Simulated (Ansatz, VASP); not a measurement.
## Re: VASP beside Ansatz

```
Re
1.0
     1.37929    0.79634    6.67620
    -1.37929    0.79634    6.67620
     0.00000   -1.59267    6.67620
Re
3
Direct
  0.00000 0.00000 0.00000
  0.22217 0.22217 0.22217
  0.77783 0.77783 0.77783
```

Change from the starting cell: volume scaled by 0.99.

Alike in both runs: task single point; functional PBEsol; k mesh 15 × 15 × 15; occupations fermi-dirac, width 0.05 eV; no spin polarisation.

```csv
,VASP,Ansatz
version,VASP 6.6.1,Ansatz 0.2.0
potentials or method,"VASP PAW PBE potentials, release 64 (Re), cutoff 520 eV","all-electron LAPW, scalar-relativistic"
```

|  | VASP | Ansatz | Ansatz less VASP |
| --- | --- | --- | --- |
| pressure (GPa) | -2.8 | -2.7 | +0.15 |
| traceless stress, the component that is largest in VASP (GPa) | -0.69 | -0.63 | +0.059 |
| rms of the force components (eV/Å) | 0.014 | 0.013 | -0.0016 |

VASP's potentials were made for PBE, not for PBEsol. Atom by atom the forces differ by 0.002 eV/Å (rms over components). Ansatz ran all-electron here, and VASP with PAW potentials.

Neither program's run includes spin-orbit coupling.
